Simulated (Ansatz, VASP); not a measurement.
**Two plane-wave programs on Sr**

File INCAR:

```
PREC     = Accurate       # precision mode
ENCUT    = 600            # plane-wave cutoff, eV
EDIFF    = 1E-7           # SCF threshold, eV
ISMEAR   = 0              # smearing method
SIGMA    = 0.01           # smearing width, eV
LREAL    = False          # projectors in reciprocal space
LASPH    = True           # aspherical terms in the spheres
NELM     = 80             # most SCF steps
ALGO     = Normal         # electronic algorithm
ISIF     = 3              # what is computed and relaxed
LWAVE    = False          # write WAVECAR
LCHARG   = False          # write CHGCAR
GGA      = CA             # functional
IBRION   = 2              # ionic algorithm
NSW      = 100            # ionic steps
EDIFFG   = -0.002         # ionic threshold
```

File KPOINTS:

```
regular mesh
0
Gamma
  16 16 16
```

POSCAR

```
Sr
1.0
    0.0000000000      2.8922972281      2.8922972281
    2.8922972281      0.0000000000      2.8922972281
    2.8922972281      2.8922972281      0.0000000000
Sr
1
Direct
    0.0000000000      0.0000000000      0.0000000000
```

Input for Ansatz:

```yaml
crystal:
  lattice:
    - [0.0, 2.8922972281, 2.8922972281]
    - [2.8922972281, 0.0, 2.8922972281]
    - [2.8922972281, 2.8922972281, 0.0]
  atoms:
    - { symbol: Sr, position: [0.0, 0.0, 0.0] }
basis:
  ecutwfc: 420
kpoints:
  mp_grid: { grid: [16, 16, 16] }
hamiltonian:
  xc: lda
  pseudopotentials: { kind: paw, azcp: { folder: soft_1 } }
scf:
  occupations: { method: gaussian, width: 0.01 }
output:
  forces: true
  stress: true
  eigenvalues: true
  write_density: true
  write_potential: true
  elf: true
  volumetric_format: npy
relax:
  adjacent_minimum: "off"
  f_tol: 0.002
  max_steps: 80
  cell: { stress_tol: 0.02 }
```

Alike in both runs: task relaxation of cell and atoms; functional LDA; k mesh 16 × 16 × 16; occupations gaussian, width 0.01 eV; no spin polarisation.

|  | VASP | Ansatz |
| --- | --- | --- |
| version | VASP 6.6.1 | Ansatz 0.2.0 |
| potentials or method | VASP PAW LDA potentials, release 64 (Sr_sv), cutoff 600 eV | scalar-relativistic, plane waves, PAW |
| valence electrons in the cell | 10 | 10 |

```tsv
	VASP	Ansatz	Ansatz less VASP
gap on the k mesh at the Fermi level, each at its own relaxed structure (eV)	0.01	0.01	-0.002
relaxed volume (Å³/atom)	48.53	48.43	-0.099
relaxed cell length with the largest relative difference (Å)	4.094	4.091	-0.0028
```

Ansatz warns that its potentials were made for another functional, while VASP's fit it. LDA's correlation is that of Perdew and Zunger in VASP and of Perdew and Wang (1992) in Ansatz.
